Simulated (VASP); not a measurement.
Here is a VASP 6.6.1 calculation.

INCAR

```
SYSTEM = Al
PREC = Accurate ; ENCUT = 520
EDIFF = 1E-6 ; ISMEAR = -1
SIGMA = 0.1 ; LREAL = .FALSE.
LASPH = .TRUE. ; NELM = 100
ALGO = Normal ; ISIF = 2
LWAVE = .FALSE. ; LCHARG = .FALSE.
GGA = PE ; IVDW = 12
IBRION = 2 ; NSW = 45
EDIFFG = -0.08
```

KPOINTS

```
regular mesh
0
G
  3 3 1
  0 0 0
```

POSCAR

```
Al
1.0
    5.7275650000      0.0000000000      0.0000000000
    2.8637820000      4.9602170000      0.0000000000
    0.0000000000      0.0000000000     16.6765370000
Al
12
Selective dynamics
Direct
    0.1666667000      0.1666667000      0.0599645000  F F F
    0.6666667000      0.1666667000      0.0599645000  F F F
    0.1666667000      0.6666667000      0.0599645000  F F F
    0.6666667000      0.6666667000      0.0599645000  F F F
   -0.1666667000      0.3333333000      0.2001776000  T T T
    0.3333333000      0.3333333000      0.2001776000  T T T
   -0.1666667000      0.8333333000      0.2001776000  T T T
    0.3333333000      0.8333333000      0.2001776000  T T T
    0.0000000000      0.0000000000      0.3403906000  T T T
    0.5000000000      0.0000000000      0.3403906000  T T T
    0.0000000000      0.5000000000      0.3403906000  T T T
    0.5000000000      0.5000000000      0.3403906000  T T T
```

Potentials or basis: VASP PAW PBE potentials, release 64 (Al).

Launch:

```sh
$ cat potpaw_PBE.64/Al/POTCAR > POTCAR
$ mpirun -np 1 vasp_std > vasp.out
```

**Question.** Estimate the band gap on the k mesh.

**Answer.** Zero (bands 18 and 19 overlap by 0.09 eV).

**Question.** Estimate the dispersion energy per atom.

**Answer.** -0.228 eV.

Final structure:
```
CELL_PARAMETERS angstrom
5.72757 0.00000 0.00000
2.86378 4.96022 0.00000
0.00000 0.00000 16.67654
ATOMIC_POSITIONS crystal
Al 0.16667 0.16667 0.05996
Al 0.66667 0.16667 0.05996
Al 0.16667 0.66667 0.05996
Al 0.66667 0.66667 0.05996
Al 0.83333 0.33333 0.20018
Al 0.33333 0.33333 0.20018
Al 0.83333 0.83333 0.20018
Al 0.33333 0.83333 0.20018
Al 0.00000 0.00000 0.34039
Al 0.50000 0.00000 0.34039
Al 0.00000 0.50000 0.34039
Al 0.50000 0.50000 0.34039
```

Caveat: the k points lie up to 0.42 Å⁻¹ apart; the relaxation stopped at its first step, so nothing moved; there is no dipole correction, which matters where the two faces differ.
